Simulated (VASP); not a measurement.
A run of VASP 6.6.1 is set up as follows.

INCAR

```
SYSTEM = SnSb2C3
PREC     = Accurate       ! precision mode
ENCUT    = 520            ! plane-wave cutoff, eV
EDIFF    = 1E-7           ! SCF threshold, eV
ISMEAR   = 0              ! smearing method
SIGMA    = 0.1            ! smearing width, eV
LREAL    = .FALSE.        ! projectors in reciprocal space
LASPH    = .TRUE.         ! aspherical terms in the spheres
NELM     = 60             ! most SCF steps
ALGO     = Normal         ! electronic algorithm
ISIF     = 2              ! what is computed and relaxed
LWAVE    = .FALSE.        ! write WAVECAR
LCHARG   = .FALSE.        ! write CHGCAR
GGA      = PE             ! functional
NBANDS   = 27             ! bands
```

The input KPOINTS:

```
Automatic mesh
0
G
  6 6 12
  0 0 0
```

The input POSCAR:

```
SnSb2C3
1.0
    6.0245529319      0.0000000000      0.0000000000
   -3.0122764659      5.2174158855      0.0000000000
    0.0000000000      0.0000000000      3.1387679149
Sn Sb C
1 2 3
Direct
    0.0000000000      0.0000000000      0.0000000000
    0.3333333333      0.6666666667      0.0000000000
    0.6666666667      0.3333333333      0.0000000000
    0.5000000000      0.0000000000      0.5000000000
    0.5000000000      0.5000000000      0.5000000000
    0.0000000000      0.5000000000      0.5000000000
```

Potentials or basis: VASP PAW PBE potentials, release 64 (Sn_d, Sb, C).

Launch:

```sh
$ cat potpaw_PBE.64/Sn_d/POTCAR potpaw_PBE.64/Sb/POTCAR potpaw_PBE.64/C/POTCAR > POTCAR
$ mpirun -np 1 vasp_std > vasp.out
```

Predict the pressure.

-0.1 GPa.

Estimate the band gap on the k mesh.

zero (bands 18 and 19 overlap by 1.69 eV).

Caveat: spin-orbit coupling is left out, which moves the levels of the heavy elements.
